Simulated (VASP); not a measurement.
A run of VASP 6.6.1:

File INCAR:

```
PREC     = Accurate       # precision mode
ENCUT    = 520            # plane-wave cutoff, eV
EDIFF    = 1E-6           # SCF threshold, eV
ISMEAR   = -1             # smearing method
SIGMA    = 0.05           # smearing width, eV
LREAL    = F              # projectors in reciprocal space
LASPH    = T              # aspherical terms in the spheres
NELM     = 100            # most SCF steps
ALGO     = Normal         # electronic algorithm
ISIF     = 2              # what is computed and relaxed
LWAVE    = F              # write WAVECAR
LCHARG   = T              # write CHGCAR
GGA      = PE             # functional
LELF     = T              # ELF
LVHAR    = T            
NBANDS   = 12             # bands
```

Contents of KPOINTS:

```
regular mesh
0
Gamma
  7 7 7
```

POSCAR

```
Tl
1.0
    0.0000000000      2.1650000000      2.1650000000
    2.1650000000      0.0000000000      2.1650000000
    2.1650000000      2.1650000000      0.0000000000
Tl
1
Direct
    0.0000000000      0.0000000000      0.0000000000
```

Potentials or basis: VASP PAW PBE potentials, release 64 (Tl_d).

Launch:

```console
$ cat potpaw_PBE.64/Tl_d/POTCAR > POTCAR
$ mpirun -np 1 vasp_std > vasp.out
```

Hardware: 1 thread of Intel(R) Xeon(R) Platinum 8488C (Sapphire Rapids), on a shared host.

Question: How long does it take, and how much memory?

Answer: It took 3.9 s on 1 thread of Intel(R) Xeon(R) Platinum 8488C (Sapphire Rapids), on a shared host, peak memory 0.13 GiB. Counts: scf iterations 11, k points 20.
